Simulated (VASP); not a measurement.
Input of a VASP 6.6.1 run:

The input INCAR:

```
SYSTEM = SrCd
PREC     = Accurate       ! precision mode
ENCUT    = 520            ! plane-wave cutoff, eV
EDIFF    = 1E-7           ! SCF threshold, eV
ISMEAR   = -1             ! smearing method
SIGMA    = 0.15           ! smearing width, eV
LREAL    = .FALSE.        ! projectors in reciprocal space
LASPH    = .TRUE.         ! aspherical terms in the spheres
NELM     = 100            ! most SCF steps
ALGO     = Normal         ! electronic algorithm
ISIF     = 2              ! what is computed and relaxed
LWAVE    = .FALSE.        ! write WAVECAR
LCHARG   = .TRUE.         ! write CHGCAR
LELF     = .TRUE.         ! ELF
LVHAR    = .TRUE.       
NBANDS   = 18             ! bands
```

Contents of KPOINTS:

```
Automatic mesh
0
G
  12 12 12
  0 0 0
```

The input POSCAR:

```
SrCd
1.0
    3.4705214759      0.0000000000      0.0000000000
    0.0000000000      3.4705214759      0.0000000000
    0.0000000000      0.0000000000      3.4705214759
Sr Cd
1 1
Direct
    0.5000000000      0.5000000000      0.5000000000
    0.0000000000      0.0000000000      0.0000000000
```

Potentials or basis: VASP PAW LDA potentials, release 64 (Sr_sv, Cd).

Command:

```console
$ cat potpaw_LDA.64/Sr_sv/POTCAR potpaw_LDA.64/Cd/POTCAR > POTCAR
$ mpirun -np 1 vasp_std > vasp.out
```

**Question.** Predict the band gap on the k mesh.

**Answer.** Zero (bands 11 and 12 overlap by 3.06 eV).

**Question.** Estimate the pressure.

**Answer.** 25.7 GPa.

Caveat: the cell stands under pressure.
